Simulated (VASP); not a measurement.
Crystal: BaTiO3 (Barioperovskite).

```
Ba Ti O
1.0
     3.85719    0.00000    0.00000
     0.00000    2.78116    2.87421
     0.00000   -2.78116    2.87421
Ba Ti O
1 1 3
Direct
  0.00000 0.00623 0.00623
  0.50000 0.51979 0.51979
  0.00000 0.48953 0.48953
  0.50000 0.49491 0.98643
  0.50000 0.98643 0.49491
```

This cell differs from its parent crystal: biaxial xy strain -2.7%.

Base run:

- Program: VASP 6.6.1
- Functional: PBE
- Potentials or basis: VASP PAW PBE potentials, release 64 (Ba_sv, Ti_sv, O)
- Cutoff: 520 eV
- k mesh: 6 × 6 × 6
- Occupations: fermi-dirac, width 0.02 eV
- Spin: no spin polarisation

Its results: band gap on the k mesh 2.10 eV, indirect (least direct gap 2.39 eV); pressure 14.1 GPa; largest force 0.123 eV/Å.

Problem. The run is repeated on the same cell with these changes: functional from PBE to r2SCAN; occupations from fermi-dirac, width 0.02 eV to gaussian, width 0.01 eV. What comes out?

Solution. Band gap on the k mesh 2.51 eV, indirect (least direct gap 2.81 eV); pressure 11.3 GPa; largest force 0.148 eV/Å.

Caveats: spin-orbit coupling is left out, which moves the levels of the heavy elements; the PAW data sets were made with another functional, which shifts forces and pressure a little (some runs).

A k mesh can miss the band edges.
